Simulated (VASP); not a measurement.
# CdS (rocksalt type): relaxation of cell and atoms with r2SCAN

Crystal: CdS (rocksalt type).

```xyz
2
Lattice="0.0000 2.5228 2.5228 2.5228 0.0000 2.5228 2.5228 2.5228 0.0000" Properties=species:S:1:pos:R:3 pbc="T T T"
Cd    0.0000    0.0000    0.0000
S     2.5228    2.5228    2.5228
```

* Program: VASP 6.6.1
* Task: relaxation of cell and atoms
* Functional: r2SCAN
* Potentials or basis: VASP PAW PBE potentials, release 64 (Cd, S)
* Cutoff: 600 eV
* k mesh: 14 × 14 × 14
* Occupations: fermi-dirac, width 0.05 eV
* Spin: no spin polarisation
* Dipole correction: no
* Further INCAR settings: ALGO = Normal; EDIFF = 1e-06; IBRION = 2; EDIFFG = -0.005; NSW = 60; ISIF = 3

```json
{"Relaxed volume": "20.38 Å³/atom", "Relaxed cell": "a = 3.863 Å, b = 3.863 Å, c = 3.863 Å, α = 60.00°, β = 60.00°, γ = 60.00°", "Space group after relaxing (to 0.05 Å)": "Fm-3m (No. 225)", "Energy gained by relaxing": "368.8 meV/atom", "Ionic steps": "4", "Pressure after relaxing": "0.0 GPa", "Band gap on the k mesh": "0.73 eV, indirect (least direct gap 2.31 eV)"}
```

The path:
| step | energy change (eV) | largest force (eV/Å) | pressure (GPa) | volume (Å³) |
| --- | --- | --- | --- | --- |
| 1 | 0.0000 | 0.0000 | 34.13 | 32.11 |
| 2 | -0.3163 | 0.0000 | -11.03 | 50.78 |
| 3 | -0.7374 | 0.0000 | -0.36 | 40.96 |
| 4 | -0.7376 | 0.0000 | 0.02 | 40.77 |

Final structure:
```
CELL_PARAMETERS angstrom
0.00000 2.73169 2.73169
2.73169 0.00000 2.73169
2.73169 2.73169 0.00000
ATOMIC_POSITIONS crystal
Cd 0.00000 0.00000 0.00000
S 0.50000 0.50000 0.50000
```

Levels at points of the mesh, in eV from the valence-band top:
```csv
k point,band 6,band 7,band 8,band 9,band 10,band 11,band 12,band 13
"(0.00, 0.00, 0.00)",-7.85,-0.76,-0.76,-0.76,1.56,9.73,9.73,9.73
"(0.50, 0.00, 0.00)",-7.64,-4.89,0.00,0.00,4.06,6.46,6.46,7.55
"(0.50, 0.50, 0.00)",-6.86,-4.32,-2.18,-2.18,0.73,6.42,10.74,12.24
```

Run time: 6.4 min on 1 thread of Intel(R) Xeon(R) 6975P-C (Granite Rapids), with other jobs on the host, peak memory 0.22 GiB.

Caveat: the volume moved by over 15 % at a fixed basis, so the end points are rough; the PAW data sets were made with another functional, which shifts forces and pressure a little. r2SCAN opens gaps a little over a GGA but as a rule still falls short of measured ones.
